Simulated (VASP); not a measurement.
Write the native input for VASP 6.6.1 that does the following.

```
Task                               : single point
Functional                         : PBE0
Potentials or basis                : VASP PAW PBE potentials, release 64 (H)
Cutoff                             : 520 eV
k mesh                             : 1 × 1 × 1
Occupations                        : fermi-dirac, width 0.01 eV
Spin                               : collinear spin
Starting moments                   : [1.0] μB
Dipole correction                  : no
Grid for exact exchange (PRECFOCK) : Normal
Further INCAR settings             : ALGO = Normal; EDIFF = 1e-07; NBANDS = 10; ISYM = 0
Share of exact exchange            : 0.25
```

The system is H.

```
CELL_PARAMETERS angstrom
14.00000 0.00000 0.00000
0.00000 14.40000 0.00000
0.00000 0.00000 14.80000
ATOMIC_POSITIONS crystal
H 0.50000 0.50000 0.50000
```

These files were run (other wordings do the same):

POSCAR

```
H
1.0
   14.0000000000      0.0000000000      0.0000000000
    0.0000000000     14.4000000000      0.0000000000
    0.0000000000      0.0000000000     14.8000000000
H
1
Direct
    0.5000000000      0.5000000000      0.5000000000
```

INCAR.step1

```
ALGO = Normal ; EDIFF = 1E-5
ENCUT = 520 ; GGA = PE
ISIF = 2 ; ISMEAR = -1
ISPIN = 2 ; ISYM = 0
LASPH = True ; LORBIT = 11
LREAL = False ; LWAVE = True
MAGMOM = 1 ; NBANDS = 10
NELM = 150 ; PREC = Accurate
SIGMA = 0.01
```

INCAR.step2

```
AEXX = 0.25 ; ALGO = Normal
EDIFF = 1E-7 ; ENCUT = 520
GGA = PE ; ISIF = 2
ISMEAR = -1 ; ISPIN = 2
ISTART = 1 ; ISYM = 0
LASPH = True ; LCHARG = True
LELF = True ; LHFCALC = True
LORBIT = 11 ; LREAL = False
LVHAR = True ; LWAVE = False
MAGMOM = 1 ; NBANDS = 10
NELM = 150 ; PREC = Accurate
PRECFOCK = Normal ; SIGMA = 0.01
```

KPOINTS

```
k-points
0
Gamma
  1 1 1
```

Potentials or basis: VASP PAW PBE potentials, release 64 (H).

Launch:

```bash
$ cat potpaw_PBE.64/H/POTCAR > POTCAR
$ cp INCAR.step1 INCAR
$ mpirun -np 1 vasp_gam > vasp.out
$ cp INCAR.step2 INCAR
$ mpirun -np 1 vasp_gam > vasp.out
```

Results of the run:

The pressure is 0.0 GPa, the band gap on the k mesh is 9.07 eV and the net moment is 1.00 μB per cell. The site moments are H +0.38 μB and the valence electrons inside the program's atomic spheres are H 0.38.

Caveat: the PAW data sets were made with another functional, which shifts forces and pressure a little.

It took 29 min on 1 thread of Intel(R) Xeon(R) Platinum 8488C (Sapphire Rapids), with other jobs on the host, peak memory 2.8 GiB.
